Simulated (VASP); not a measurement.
A run of VASP 6.6.1:

Contents of INCAR:

```
SYSTEM = In5GaP6
ALGO     = Normal         ! electronic algorithm
EDIFF    = 1E-6           ! SCF threshold, eV
ENCUT    = 500            ! plane-wave cutoff, eV
GGA      = PE             ! functional
GGA_COMPAT= .FALSE.      
ISIF     = 2              ! what is computed and relaxed
ISMEAR   = 0              ! smearing method
LASPH    = .TRUE.         ! aspherical terms in the spheres
LCHARG   = .FALSE.        ! write CHGCAR
LREAL    = .FALSE.        ! projectors in reciprocal space
LWAVE    = .FALSE.        ! write WAVECAR
NBANDS   = 66             ! bands
NELM     = 120            ! most SCF steps
PREC     = Accurate       ! precision mode
SIGMA    = 0.1            ! smearing width, eV
```

The input KPOINTS:

```
k-points
0
G
  10 10 4
  0 0 0
```

The input POSCAR:

```
In5GaP6
1.0
    3.8825671919      0.0000000000      0.0000000000
    0.0000000000      3.8825671919      0.0000000000
    0.0000000000      0.0000000000     16.4641950642
In Ga P
5 1 6
Direct
    0.0000000000      0.0000000000      0.6689085851
    0.5000000000      0.5000000000      0.8365455942
    0.5000000000      0.5000000000      0.1634544058
    0.0000000000      0.0000000000      0.3310914149
    0.5000000000      0.5000000000      0.5000000000
    0.0000000000      0.0000000000      0.0000000000
    0.0000000000      0.0000000000      0.8464388692
    0.5000000000      0.5000000000      0.0000000000
    0.0000000000      0.0000000000      0.1535611308
    0.5000000000      0.5000000000      0.3273694204
    0.0000000000      0.0000000000      0.5000000000
    0.5000000000      0.5000000000      0.6726305796
```

Potentials or basis: VASP PAW PBE potentials, release 64 (In_d, Ga_d, P).

Run with:

```sh
$ cat potpaw_PBE.64/In_d/POTCAR potpaw_PBE.64/Ga_d/POTCAR potpaw_PBE.64/P/POTCAR > POTCAR
$ mpirun -np 1 vasp_std > vasp.out
```

Hardware: 1 thread of Intel(R) Xeon(R) 6975P-C (Granite Rapids), on a shared host.

Question: Estimate the wall time of this run.

Answer: Wall time 12 min on 1 thread of Intel(R) Xeon(R) 6975P-C (Granite Rapids), with other jobs on the host, peak memory 0.8 GiB. Counts: scf iterations 18, k points 63.
